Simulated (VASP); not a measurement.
Input of a VASP 6.6.1 run:

Contents of INCAR:

```
SYSTEM = InSb3
ALGO     = Normal         ! electronic algorithm
EDIFF    = 1E-7           ! SCF threshold, eV
EDIFFG   = -0.005         ! ionic threshold
ENCUT    = 600            ! plane-wave cutoff, eV
GGA      = PE             ! functional
IBRION   = 2              ! ionic algorithm
ISIF     = 3              ! what is computed and relaxed
ISMEAR   = 0              ! smearing method
LASPH    = .TRUE.         ! aspherical terms in the spheres
LCHARG   = .FALSE.        ! write CHGCAR
LREAL    = .FALSE.        ! projectors in reciprocal space
LWAVE    = .FALSE.        ! write WAVECAR
NELM     = 100            ! most SCF steps
NSW      = 70             ! ionic steps
PREC     = Accurate       ! precision mode
SIGMA    = 0.1            ! smearing width, eV
```

KPOINTS

```
k-points
0
G
  10 10 10
  0 0 0
```

File POSCAR:

```
InSb3
1.0
    0.0000000000      3.7279225309      3.7279225309
    3.7279225309      0.0000000000      3.7279225309
    3.7279225309      3.7279225309      0.0000000000
In Sb
1 3
Direct
    0.0000000000      0.0000000000      0.0000000000
    0.2500000000      0.2500000000      0.2500000000
    0.7500000000      0.7500000000      0.7500000000
    0.5000000000      0.5000000000      0.5000000000
```

Potentials or basis: VASP PAW PBE potentials, release 64 (In_d, Sb).

Command:

```sh
$ cat potpaw_PBE.64/In_d/POTCAR potpaw_PBE.64/Sb/POTCAR > POTCAR
$ mpirun -np 1 vasp_std > vasp.out
```

Q: What does it give for the relaxed volume?

A: 27.20 Å³/atom.

Q: Predict the space group after relaxing (to 0.05 Å).

A: Fm-3m (No. 225).

Step by step:
| step | energy change (eV) | largest force (eV/Å) | pressure (GPa) | volume (Å³) |
| --- | --- | --- | --- | --- |
| 1 | 0.0000 | 0.0000 | 2.93 | 103.62 |
| 2 | -0.0387 | 0.0000 | -0.96 | 110.89 |
| 3 | -0.0452 | 0.0000 | 0.01 | 108.79 |
